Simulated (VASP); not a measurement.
Wanted: the native input for a VASP 6.6.1 run.

```yaml
Task: electric field gradients
Functional: PBEsol
Potentials_or_basis: VASP PAW PBE potentials, release 64 (Al)
Cutoff: 520 eV
k_mesh: 14 × 14 × 14
Occupations: fermi-dirac, width 0.05 eV
Spin: no spin polarisation
Dipole_correction: no
Further_INCAR_settings: ALGO = Normal; EDIFF = 1e-08; NBANDS = 8
```

The structure of Al lies in POSCAR:

```
Al
1.0
    0.0404796000      2.0442198000      2.0442198000
    2.0442198000      0.0404796000      2.0442198000
    2.0442198000      2.0442198000      0.0404796000
Al
1
Direct
    0.0000000000      0.0000000000      0.0000000000
```

This cell differs from its parent crystal: equal xy, yz and zx shear strains of +2 %.

One way to write it, as run:

INCAR

```
ALGO = Normal
EDIFF = 1E-8
ENCUT = 520
GGA = PS
ISIF = 2
ISMEAR = -1
LASPH = True
LCHARG = False
LEFG = True
LREAL = False
LWAVE = False
NBANDS = 8
NELM = 100
PREC = Accurate
SIGMA = 0.05
```

KPOINTS

```
k-points
0
Gamma
  14 14 14
```

Potentials or basis: VASP PAW PBE potentials, release 64 (Al).

The run is started by

```console
$ cat potpaw_PBE.64/Al/POTCAR > POTCAR
$ mpirun -np 1 vasp_std > vasp.out
```

Results of the run:

```
Pressure : -1.9 GPa
```

Caveat: the cell differs from its parent crystal (equal xy, yz and zx shear strains of +2 %); without QUAD_EFG the Cq values of the log hold for a quadrupole moment of 1 mb, not for the nuclei; the PAW data sets were made with another functional, which shifts forces and pressure a little.

Wall time 18 s on 1 thread of AMD EPYC 9R45 96-Core Processor (Zen 5), with other jobs on the host, peak memory 0.12 GiB.
